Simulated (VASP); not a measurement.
# Ge (P6_3/mmc) in VASP: further runs

Ge is run at these levels: PBEsol; tasks: single point.

Everything below comes from runs of VASP 6.6.1. Logs are shortened: lines on timing, memory, paths and dates and some standing lists are left out, and cuts for length are marked.

## Step 1: The cell of the first run

It takes space group P6_3/mmc (No. 194, hexagonal). Conventional cell: a = 3.998 Å, b = 3.998 Å, c = 6.599 Å, α = 90.00°, β = 90.00°, γ = 120.00°. Ge (site symmetry 3m) has 4 Ge at 2.45 to 2.47 Å within 3.2 Å.

## Step 2: Single point, PBEsol

Contents of INCAR:

```
SYSTEM = Ge
PREC = Accurate ; ENCUT = 520
EDIFF = 1E-7 ; ISMEAR = 0
SIGMA = 0.1 ; LREAL = .False.
LASPH = .True. ; NELM = 100
ALGO = Normal ; ISIF = 2
LWAVE = .False. ; LCHARG = .False.
GGA = PS ; NBANDS = 36
```

Contents of KPOINTS:

```
Automatic mesh
0
Gamma
  2 2 1
  0 0 0
```

Contents of POSCAR:

```
Ge
1.0
    3.9975860000      0.0000000000      0.0000000000
   -1.9987930000      3.4620110000      0.0000000000
    0.0000000000      0.0000000000      6.5993780000
Ge
4
Direct
    0.6666666667      0.3333333333      0.0629010000
    0.3333333333      0.6666666667      0.5629010000
    0.6666666667      0.3333333333      0.4370990000
    0.3333333333      0.6666666667      0.9370990000
```

Potentials or basis: VASP PAW PBE potentials, release 64 (Ge_d).

On the command line:

```sh
$ cat potpaw_PBE.64/Ge_d/POTCAR > POTCAR
$ mpirun -np 1 vasp_std > vasp.out
```

OUTCAR:

```text
SYSTEM = Ge
   PREC = Accurate
   ENCUT = 520
   EDIFF = 1E-7
   ISMEAR = 0
   LREAL = .False.
   LASPH = .True.
   NELM = 100
   ISIF = 2
   GGA = PS

 ion  position               nearest neighbor table
   1  0.667  0.333  0.063-   4 2.45   4 2.45   4 2.45   3 2.47
   2  0.333  0.667  0.563-   3 2.45   3 2.45   3 2.45   4 2.47
   3  0.667  0.333  0.437-   2 2.45   2 2.45   2 2.45   1 2.47
   4  0.333  0.667  0.937-   1 2.45   1 2.45   1 2.45   2 2.47

  LATTYP: Found a hexagonal cell.
 ALAT       =     3.9975860000
 C/A-ratio  =     1.6508407824

  Lattice vectors:

 A1 = (   3.9975860000,   0.0000000000,   0.0000000000)
 A2 = (  -1.9987930000,   3.4620110000,   0.0000000000)
 A3 = (   0.0000000000,   0.0000000000,   6.5993780000)

Analysis of symmetry for initial positions (statically):
=====================================================================
 Subroutine PRICEL returns:
 Original cell was already a primitive cell.

 Routine SETGRP: Setting up the symmetry group for a
 hexagonal supercell.

 Subroutine GETGRP returns: Found 24 space group operations
 (whereof 12 operations were pure point group operations)
 out of a pool of 24 trial point group operations.

The static configuration has the point symmetry D_3d.
 The point group associated with its full space group is D_6h.

Analysis of symmetry for dynamics (positions and initial velocities):
=====================================================================
 Subroutine PRICEL returns:
 Original cell was already a primitive cell.

 Routine SETGRP: Setting up the symmetry group for a
 hexagonal supercell.

 Subroutine GETGRP returns: Found 24 space group operations
 (whereof 12 operations were pure point group operations)
 out of a pool of 24 trial point group operations.

The dynamic configuration has the point symmetry D_3d.
 The point group associated with its full space group is D_6h.

 Subroutine INISYM returns: Found 24 space group operations
 (whereof 12 operations are pure point group operations),
 and found     1 'primitive' translations

----------------------------------------------------------------------------------------

                                     Primitive cell

  volume of cell :      91.3333

  direct lattice vectors                    reciprocal lattice vectors
     3.997586000  0.000000000  0.000000000     0.250150966  0.144424729  0.000000000
    -1.998793000  3.462011000  0.000000000     0.000000000  0.288849458  0.000000000
     0.000000000  0.000000000  6.599378000     0.000000000  0.000000000  0.151529432

  length of vectors
     3.997586000  3.997585974  6.599378000     0.288849456  0.288849458  0.151529432

  position of ions in fractional coordinates (direct lattice)
     0.666666667  0.333333333  0.062901000
     0.333333333  0.666666667  0.562901000
     0.666666667  0.333333333  0.437099000
     0.333333333  0.666666667  0.937099000

  ion indices of the primitive-cell ions
   primitive index   ion index
                 1           1
                 2           2
                 3           3
                 4           4

----------------------------------------------------------------------------------------

 KPOINTS: Automatic mesh

Automatic generation of k-mesh.
 Grid dimensions read from file:
 generate k-points for:    2    2    1

 Generating k-lattice:

  Cartesian coordinates                     Fractional coordinates (reciprocal lattice)
     0.125075483  0.072212364  0.000000000     0.500000000  0.000000000  0.000000000
     0.000000000  0.144424729  0.000000000     0.000000000  0.500000000  0.000000000
     0.000000000  0.000000000  0.151529432     0.000000000  0.000000000  1.000000000

  Length of vectors
     0.144424728  0.144424729  0.151529432

  Shift w.r.t. Gamma in fractional coordinates (k-lattice)
     0.000000000  0.000000000  0.000000000

 Subroutine IBZKPT returns following result:
 ===========================================

 Found      2 irreducible k-points:

 Following reciprocal coordinates:
            Coordinates               Weight
  0.000000  0.000000  0.000000      1.000000
  0.500000 -0.000000  0.000000      3.000000
   k-points           NKPTS =      2   k-points in BZ     NKDIM =      2   number of bands    NBANDS=     36
   number of dos      NEDOS =    301   number of ions     NIONS =      4
   total plane-waves  NPLWV =  45000
   dimension x,y,z NGX =    30 NGY =   30 NGZ =   50
   dimension x,y,z NGXF=    60 NGYF=   60 NGZF=  100
   ions per type =               4
   NGX,Y,Z   is equivalent  to a cutoff of  12.48, 12.48, 12.60 a.u.
   NGXF,Y,Z  is equivalent  to a cutoff of  24.95, 24.95, 25.19 a.u.
 SYSTEM =  Ge
   PREC   = accura    normal or accurate (medium, high low for compatibility)
   ISTART =      0    job   : 0-new  1-cont  2-samecut
   ICHARG =      2    charge: 1-file 2-atom 10-const
   ISPIN  =      1    spin polarized calculation?
   LNONCOLLINEAR =      F non collinear calculations
   LSORBIT =      F    spin-orbit coupling
   LASPH  =      T    aspherical Exc in radial PAW
   ENCUT  =  520.0 eV  38.22 Ry    6.18 a.u.   7.43  7.43 12.27*2*pi/ulx,y,z
   NELM   =    100;   NELMIN=  2; NELMDL= -5     # of ELM steps
   EDIFF  = 0.1E-06   stopping-criterion for ELM
   LREAL  =      F    real-space projection
   EDIFFG = 0.1E-05   stopping-criterion for IOM
   NSW    =      0    number of steps for IOM
   IBRION =     -1    ionic relax: 0-MD 1-quasi-New 2-CG
   NFREE  =      0    steps in history (QN), initial steepest desc. (CG)
   ISIF   =      2    stress and relaxation
   ISYM   =      2    0-nonsym 1-usesym 2-fastsym
   POTIM  = 0.5000    time-step for ionic-motion
   TEBEG  =    0.0;   TEEND  =   0.0 temperature during run
   PSTRESS=    0.0 pullay stress
   NELECT =      56.0000    total number of electrons
   NUPDOWN=      -1.0000    fix difference up-down
   EMIN   =  10.00;   EMAX   =-10.00  energy-range for DOS
   EFERMI =   0.00;   METHOD = LEGACY
   ISMEAR =     0;   SIGMA  =   0.10  broadening in eV -4-tet -1-fermi 0-gaus
   EFERMI_NEDOS =   21; number of points for ismear=-14 and -15
   IALGO  =     38    algorithm
   IMIX   =      4    mixing-type and parameters
     AMIX     =   0.40;   BMIX     =  1.00
     AMIX_MAG =   1.60;   BMIX_MAG =  1.00
  volume/ion in A,a.u.               =      22.83       154.09
  Fermi-wavevector in a.u.,A,eV,Ry     =   1.390788  2.628209 26.317649  1.934293
  Thomas-Fermi vector in A             =   2.514690
   LORBIT       =      0    0 simple, 1 ext, 2 COOP (PROOUT), +10 PAW based schemes
   GGA     = PS    functional components
   LHFCALC =     F    Hartree Fock is set to
   AEXX    =    0.0000 exact exchange contribution
   IVDW    =     0    specifies the selected vdW correction
   LEPSILON=     F    determine dielectric tensor
   LRPA    =     F    only Hartree local field effects (RPA)
 non-spin polarized calculation
 Gauss-broadening in eV      SIGMA  =   0.10
  energy-cutoff  :      520.00
  volume of cell :       91.33
 maximum number of plane-waves:      2491
 NGX is ok and might be reduce to    30
   NGX = 15   NGY = 15   NGZ = 25

 number of electron      56.0000053 magnetization

 Free energy of the ion-electron system (eV)
  ---------------------------------------------------
  ext. energy  EPLUGINS =         0.00000000
  ---------------------------------------------------
  free energy    TOTEN  =       -16.99545045 eV

  energy without entropy =      -16.95933136  energy(sigma->0) =      -16.97739091

 E-fermi :   4.9087     XC(G=0): -10.0500

 val. band max:        4.8685830423   @ k =   0.0000   0.0000   0.0000
 cond. band min:       4.9734092740   @ k =   0.0000   0.0000   0.0000
 fundamental gap:      0.1048262317
 Fermi energy:         4.9086597740

 k-point     1 :       0.0000    0.0000    0.0000
  band No.  band energies     occupation
      1     -19.8484      2.00000
      2     -19.8484      2.00000
      3     -19.8125      2.00000
      4     -19.8125      2.00000
      5     -19.7919      2.00000
      6     -19.7812      2.00000
[... 28 lines left out ...]
     35       9.3332      0.00000
     36      10.7922      0.00000

 k-point     2 :       0.5000   -0.0000    0.0000
  band No.  band energies     occupation
      1     -19.8615      2.00000
      2     -19.8516      2.00000
      3     -19.8389      2.00000
      4     -19.8373      2.00000
      5     -19.7921      2.00000
      6     -19.7716      2.00000
[... 28 lines left out ...]
     35      12.3118      0.00000
     36      12.8127      0.00000

------------------------ aborting loop because EDIFF is reached ----------------------------------------

  FORCE on cell =-STRESS in cart. coord.  units (eV):
  Direction    XX          YY          ZZ          XY          YZ          ZX
  --------------------------------------------------------------------------------------
  -------------------------------------------------------------------------------------
  Total        9.7089788      9.7089786     -4.6490698      0.0000000      0.0000000      0.0000000
  in kB      170.3157730    170.3157701    -81.5543987      0.0000000      0.0000000      0.0000000
  external PRESSURE =      86.3590481 kB  Pullay stress =       0.0000000 kB

 VOLUME and BASIS-vectors are now :
 -----------------------------------------------------------------------------
  energy-cutoff  :      520.00
  volume of cell :       91.33
      direct lattice vectors                 reciprocal lattice vectors
     3.997586000  0.000000000  0.000000000     0.250150966  0.144424729  0.000000000
    -1.998793000  3.462011000  0.000000000     0.000000000  0.288849458  0.000000000
     0.000000000  0.000000000  6.599378000     0.000000000  0.000000000  0.151529432

 POSITION                                       TOTAL-FORCE (eV/Angst)
 -----------------------------------------------------------------------------------
      1.99879      1.15400      0.41511         0.000000      0.000000      0.307382
     -0.00000      2.30801      3.71480         0.000000      0.000000      0.307382
      1.99879      1.15400      2.88458        -0.000000     -0.000000     -0.307382
     -0.00000      2.30801      6.18427        -0.000000     -0.000000     -0.307382
 -----------------------------------------------------------------------------------
    total drift:                                0.000000     -0.000000      0.000000

  FREE ENERGIE OF THE ION-ELECTRON SYSTEM (eV)
  ---------------------------------------------------
  free  energy   TOTEN  =       -16.9954504476 eV

  energy  without entropy=      -16.9593313642  energy(sigma->0) =      -16.97739091
```

It took 17 s on 1 thread of AMD EPYC 7R13, shared host; peak memory 0.16 GiB.

What came out:

```
Free energy            : -16.9955 eV
Pressure               : 8.6 GPa
Largest force          : 0.307 eV/Å
Band gap on the k mesh : 0.10 eV, direct
```

Forces in eV/Å, atoms in the order of the input:
```
Ge   0.000  0.000  0.307
Ge   0.000  0.000  0.307
Ge   0.000  0.000 -0.307
Ge   0.000  0.000 -0.307
```

Caveat: the k points lie up to 0.95 Å⁻¹ apart; the PAW data sets were made with another functional, which shifts forces and pressure a little. A k mesh can miss the band edges.

[end of part 1 of 2]
